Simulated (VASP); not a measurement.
Wanted: the native input for a VASP 6.6.1 run.

| Quantity | Value |
| --- | --- |
| Task | single point |
| Functional | PBE |
| Potentials or basis | VASP PAW PBE potentials, release 64 (Mg, O) |
| Cutoff | 520 eV |
| k mesh | 12 × 12 × 7 |
| Occupations | fermi-dirac, width 0.08 eV |
| Spin | no spin polarisation |
| Dipole correction | no |
| Further INCAR settings | ALGO = Normal; EDIFF = 1e-06; NBANDS = 16 |

The structure of MgO (NiAs type) lies in POSCAR:

```
MgO
1.0
    2.4990245597      0.0000000000      0.0000000000
   -1.2495122799      2.1642187534      0.0000000000
    0.0000000000      0.0000000000      4.4420457232
Mg O
2 2
Direct
    0.0000000000      0.0000000000      0.0000000000
    0.0000000000      0.0000000000      0.5000000000
    0.3333333333      0.6666666667      0.2500000000
    0.6666666667      0.3333333333      0.7500000000
```

The input as run:

INCAR

```
SYSTEM = MgO
PREC = Accurate ; ENCUT = 520
EDIFF = 1E-6 ; ISMEAR = -1
SIGMA = 0.08 ; LREAL = .FALSE.
LASPH = .TRUE. ; NELM = 80
ALGO = Normal ; ISIF = 2
LWAVE = .FALSE. ; LCHARG = .FALSE.
GGA = PE ; NBANDS = 16
```

KPOINTS

```
Automatic mesh
0
G
  12 12 7
  0 0 0
```

Potentials or basis: VASP PAW PBE potentials, release 64 (Mg, O).

Command:

```console
$ cat potpaw_PBE.64/Mg/POTCAR potpaw_PBE.64/O/POTCAR > POTCAR
$ mpirun -np 1 vasp_std > vasp.out
```

It gave:

```json
{
  "Pressure": "193.3 GPa",
  "Band gap on the k mesh": "9.64 eV, direct"
}
```

Wall time 19 s on 1 thread of Intel Xeon 6975P-C (shared host), peak memory 0.16 GiB.
